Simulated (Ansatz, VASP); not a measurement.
## Two plane-wave programs on Ag

Contents of INCAR:

```
SYSTEM = Ag
  PREC = Accurate
  ENCUT = 520
  EDIFF = 1E-7
  ISMEAR = 0
  SIGMA = 0.1
  LREAL = .FALSE.
  LASPH = .TRUE.
  NELM = 60
  ALGO = Normal
  ISIF = 2
  LWAVE = .FALSE.
  LCHARG = .FALSE.
  GGA = PE
  NBANDS = 12
```

The input KPOINTS:

```
regular mesh
0
G
  18 18 18
  0 0 0
```

The input POSCAR:

```
Ag
1.0
    0.0000000000      2.0526425128      2.0526425128
    2.0526425128      0.0000000000      2.0526425128
    2.0526425128      2.0526425128      0.0000000000
Ag
1
Direct
    0.0000000000      0.0000000000      0.0000000000
```

Input for Ansatz:

```yaml
crystal:
  lattice:
    - [0.0, 2.0526425128, 2.0526425128]
    - [2.0526425128, 0.0, 2.0526425128]
    - [2.0526425128, 2.0526425128, 0.0]
  atoms:
    - { symbol: Ag, position: [0.0, 0.0, 0.0] }
basis:
  ecutwfc: 420
kpoints:
  mp_grid: { grid: [18, 18, 18] }
hamiltonian:
  xc: pbe
scf:
  occupations: { method: gaussian, width: 0.1 }
output:
  forces: true
  stress: true
  eigenvalues: true
```

Alike in both runs: task single point; functional PBE; k mesh 18 × 18 × 18; occupations gaussian, width 0.1 eV; no spin polarisation.

|  | VASP | Ansatz |
| --- | --- | --- |
| version | VASP 6.6.1 | Ansatz 0.2.0 |
| potentials or method | VASP PAW PBE potentials, release 64 (Ag), cutoff 520 eV | scalar-relativistic, plane waves, PAW |
| valence electrons in the cell | 11 | 19 |

|  | VASP | Ansatz | Ansatz less VASP |
| --- | --- | --- | --- |
| gap on the k mesh at the Fermi level (eV) | none | none | - |
| pressure (GPa) | 2.9 | 3.1 | +0.15 |

A gap of «none» marks a metal or a gap that the smearing closes. VASP's potentials hold 11 valence electrons a cell and Ansatz's 19, so a difference there can come from the potentials and not from the codes.
